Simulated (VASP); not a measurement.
Here is a VASP 6.6.1 calculation.

INCAR

```
SYSTEM = Bi
PREC = Accurate
ENCUT = 600
EDIFF = 1E-6
ISMEAR = -1
SIGMA = 0.05
LREAL = .False.
LASPH = .True.
NELM = 80
ALGO = Normal
ISIF = 3
LWAVE = .False.
LCHARG = .False.
GGA = PS
IBRION = 2
NSW = 60
EDIFFG = -0.005
```

File KPOINTS:

```
regular mesh
0
Gamma
  12 12 12
  0 0 0
```

Contents of POSCAR:

```
Bi
1.0
    3.2573011399      0.0000000000      0.0000000000
    0.0000000000      3.2573011399      0.0000000000
    0.0000000000      0.0000000000      3.2573011399
Bi
1
Direct
    0.0000000000      0.0000000000      0.0000000000
```

Potentials or basis: VASP PAW PBE potentials, release 64 (Bi_d).

The run is started by

```console
$ cat potpaw_PBE.64/Bi_d/POTCAR > POTCAR
$ mpirun -np 1 vasp_std > vasp.out
```

What does it give for the space group after relaxing (to 0.05 Å)?

Pm-3m (No. 221).

Predict the relaxed cell.

a = 3.221 Å, b = 3.221 Å, c = 3.221 Å, α = 90.00°, β = 90.00°, γ = 90.00°.

What does it give for the relaxed volume?

33.43 Å³/atom.

Step by step:
| step | energy change (eV) | largest force (eV/Å) | pressure (GPa) | volume (Å³) |
| --- | --- | --- | --- | --- |
| 1 | 0.0000 | 0.0000 | -1.54 | 34.56 |
| 2 | -0.0040 | 0.0000 | 0.91 | 32.92 |
| 3 | -0.0055 | 0.0000 | 0.02 | 33.47 |
| 4 | -0.0055 | 0.0000 | 0.04 | 33.49 |
| 5 | -0.0041 | 0.0000 | -0.83 | 34.02 |
| 6 | -0.0055 | 0.0000 | -0.02 | 33.51 |
| 7 | -0.0055 | 0.0000 | -0.06 | 33.51 |
| 8 | -0.0055 | 0.0000 | -0.07 | 33.51 |
| 9 | -0.0055 | 0.0000 | -0.05 | 33.51 |
| 10 | -0.0055 | 0.0000 | -0.05 | 33.51 |
| 11 | -0.0055 | 0.0000 | -0.05 | 33.51 |
| 12 | -0.0055 | 0.0000 | -0.05 | 33.51 |
| 13 | -0.0055 | 0.0000 | -0.05 | 33.51 |
| 14 | -0.0055 | 0.0000 | -0.05 | 33.51 |
| 15 | -0.0055 | 0.0000 | -0.05 | 33.51 |
| 16 | -0.0055 | 0.0000 | -0.06 | 33.51 |
| 17 | -0.0055 | 0.0000 | -0.07 | 33.51 |
| 18 | -0.0055 | 0.0000 | -0.09 | 33.50 |
| 19 | -0.0055 | 0.0000 | -0.05 | 33.50 |
| 20 | -0.0055 | 0.0000 | -0.04 | 33.49 |
| 21 | -0.0055 | 0.0000 | -0.03 | 33.47 |
| 22 | -0.0055 | 0.0000 | -0.01 | 33.43 |

Caveat: the PAW data sets were made with another functional, which shifts forces and pressure a little.
